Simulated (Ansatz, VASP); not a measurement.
**Al16Au: VASP beside Ansatz**

File INCAR:

```
PREC = Accurate
ENCUT = 520
EDIFF = 1E-7
ISMEAR = 0
SIGMA = 0.1
LREAL = Auto
LASPH = T
NELM = 80
ALGO = Normal
ISIF = 2
LWAVE = F
LCHARG = T
LDIPOL = T
IDIPOL = 3
DIPOL = 0.5 0.5 0.301
GGA = PE
IVDW = 12
LELF = T
LVHAR = T
LVACPOTAV = T
NBANDS = 44
```

File KPOINTS:

```
regular mesh
0
Gamma
  5 4 1
```

The input POSCAR:

```
Al16Au
1.0
    5.6324246412      0.0000000000      0.0000000000
    0.0000000000      7.9654513166      0.0000000000
    0.0000000000      0.0000000000     21.2293510975
Al Au
16 1
Direct
    0.2500000000      0.2500000000      0.1884183827
    0.2500000000      0.7500000000      0.1884183827
    0.7500000000      0.2500000000      0.1884183827
    0.7500000000      0.7500000000      0.1884183827
    0.0000000000      0.0000000000      0.2547466541
    0.0000000000      0.5000000000      0.2547466541
    0.5000000000      0.0000000000      0.2547466541
    0.5000000000      0.5000000000      0.2547466541
    0.2500000000      0.2500000000      0.3240951258
    0.2500000000      0.7500000000      0.3240951258
    0.7500000000      0.2500000000      0.3240951258
    0.7500000000      0.7500000000      0.3240951258
    0.0000000000      0.0000000000      0.3876402562
    0.0000000000      0.5000000000      0.3876402562
    0.5000000000      0.0000000000      0.3876402562
    0.5000000000      0.5000000000      0.3876402562
    0.0000000000      0.0000000000      0.4912703667
```

Input for Ansatz:

```yaml
crystal:
  lattice:
    - [5.6324246412, 0.0, 0.0]
    - [0.0, 7.9654513166, 0.0]
    - [0.0, 0.0, 21.2293510975]
  atoms:
    - { symbol: Al, position: [0.25, 0.25, 0.1884183827] }
    - { symbol: Al, position: [0.25, 0.75, 0.1884183827] }
    - { symbol: Al, position: [0.75, 0.25, 0.1884183827] }
    - { symbol: Al, position: [0.75, 0.75, 0.1884183827] }
    - { symbol: Al, position: [0.0, 0.0, 0.2547466541] }
    - { symbol: Al, position: [0.0, 0.5, 0.2547466541] }
    - { symbol: Al, position: [0.5, 0.0, 0.2547466541] }
    - { symbol: Al, position: [0.5, 0.5, 0.2547466541] }
    - { symbol: Al, position: [0.25, 0.25, 0.3240951258] }
    - { symbol: Al, position: [0.25, 0.75, 0.3240951258] }
    - { symbol: Al, position: [0.75, 0.25, 0.3240951258] }
    - { symbol: Al, position: [0.75, 0.75, 0.3240951258] }
    - { symbol: Al, position: [0.0, 0.0, 0.3876402562] }
    - { symbol: Al, position: [0.0, 0.5, 0.3876402562] }
    - { symbol: Al, position: [0.5, 0.0, 0.3876402562] }
    - { symbol: Al, position: [0.5, 0.5, 0.3876402562] }
    - { symbol: Au, position: [0.0, 0.0, 0.4912703667] }
basis:
  ecutwfc: 420
kpoints:
  mp_grid: { grid: [5, 4, 1] }
hamiltonian:
  xc: pbe
  dispersion: d3bj
scf:
  occupations: { method: gaussian, width: 0.1 }
output:
  forces: true
  eigenvalues: true
efield:
  axis: 3
  dipole_correction: true
  ramp_width: 0.04
```

Alike in both runs: task single point; functional PBE; dispersion D3(BJ); k mesh 5 × 4 × 1; occupations gaussian, width 0.1 eV; no spin polarisation.

|  | VASP | Ansatz |
| --- | --- | --- |
| version | VASP 6.6.1 | Ansatz 0.2.0 |
| potentials or method | VASP PAW PBE potentials, release 64 (Al, Au), cutoff 520 eV | scalar-relativistic, plane waves, PAW |
| valence electrons in the cell | 59 | 67 |

```csv
,VASP,Ansatz,Ansatz less VASP
gap on the k mesh at the Fermi level (eV),none,none,-
rms of the force components (eV/Å),0.375,0.372,-0.0029
"work function, face that differs most (eV)",4.07,4.07,-0.003
```

Atom by atom the forces differ by 0.003 eV/Å (rms over components). A gap of «none» marks a metal or a gap that the smearing closes. VASP's potentials hold 59 valence electrons a cell and Ansatz's 67, so a difference there can come from the potentials and not from the codes.

Spin-orbit coupling is off throughout.
